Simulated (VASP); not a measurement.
## InP: relaxation of cell and atoms with LDA

Crystal: InP.

```xyz
2
Lattice="0.0000 2.9137 2.9137 2.9137 0.0000 2.9137 2.9137 2.9137 0.0000" Properties=species:S:1:pos:R:3 pbc="T T T"
In    0.0000    0.0000    0.0000
P     4.3705    4.3705    4.3705
```

```yaml
Program: VASP 6.6.1
Task: relaxation of cell and atoms
Functional: LDA
Potentials_or_basis: VASP PAW LDA potentials, release 64 (In_d, P)
Cutoff: 600 eV
k_mesh: 8 × 8 × 8
Occupations: gaussian, width 0.01 eV
Spin: no spin polarisation
Target_pressure: 2 GPa
Dipole_correction: no
Further_INCAR_settings: ALGO = Normal; EDIFF = 1e-06; IBRION = 2; EDIFFG = -0.002; NSW = 100; ISIF = 3
```

| Item | Value |
| --- | --- |
| Relaxed volume | 24.11 Å³/atom |
| Relaxed cell | a = 4.085 Å, b = 4.085 Å, c = 4.085 Å, α = 60.00°, β = 60.00°, γ = 60.00° |
| Space group after relaxing (to 0.05 Å) | F-43m (No. 216) |
| Energy change on relaxing (the enthalpy is what falls) | +3.9 meV/atom |
| Ionic steps | 14 |
| Pressure after relaxing | 2.0 GPa |
| Band gap on the k mesh | 0.74 eV, direct |

The path:
```tsv
step	energy change (eV)	largest force (eV/Å)	pressure (GPa)	volume (Å³)
1	0.0000	0.0000	0.02	49.47
2	0.0232	0.0000	3.58	47.32
3	0.0078	0.0000	2.02	48.21
4	0.0075	0.0000	1.95	48.24
5	0.0075	0.0000	1.95	48.24
6	0.0076	0.0000	1.94	48.23
7	0.0076	0.0000	1.96	48.23
8	0.0076	0.0000	1.96	48.23
9	0.0076	0.0000	1.96	48.23
10	0.0076	0.0000	1.96	48.23
11	0.0076	0.0000	1.96	48.23
12	0.0076	0.0000	1.96	48.23
13	0.0076	0.0000	1.95	48.23
14	0.0077	0.0000	1.99	48.22
```

Final structure:
```cif
data_structure
_symmetry_space_group_name_H-M 'P 1'
_symmetry_Int_Tables_number 1
_cell_length_a 4.0855
_cell_length_b 4.0855
_cell_length_c 4.0855
_cell_angle_alpha 60.000
_cell_angle_beta 60.000
_cell_angle_gamma 60.000
_cell_volume 48.22
loop_
_atom_site_label
_atom_site_type_symbol
_atom_site_fract_x
_atom_site_fract_y
_atom_site_fract_z
_atom_site_occupancy
In1 In 0.00000 0.00000 0.00000 1
P1 P 0.75000 0.75000 0.75000 1
```

Levels at points of the mesh, in eV from the valence-band top:
| k point | band 7 | band 8 | band 9 | band 10 | band 11 | band 12 |
| --- | --- | --- | --- | --- | --- | --- |
| (0.00, 0.00, 0.00) | 0.00 | 0.00 | 0.00 | 0.74 | 3.96 | 3.96 |
| (0.50, 0.00, 0.00) | -6.07 | -1.06 | -1.06 | 1.43 | 4.71 | 4.71 |
| (0.50, 0.50, 0.00) | -6.05 | -2.51 | -2.51 | 1.52 | 2.12 | 9.27 |

Run time: 2.9 min on 1 thread of AMD EPYC 7571 (shared host), peak memory 0.15 GiB.

Caveat: the cell is relaxed towards a set pressure, so the enthalpy falls and the energy may rise; spin-orbit coupling is left out, which moves the levels of the heavy elements. LDA usually gives volumes a few per cent too small.
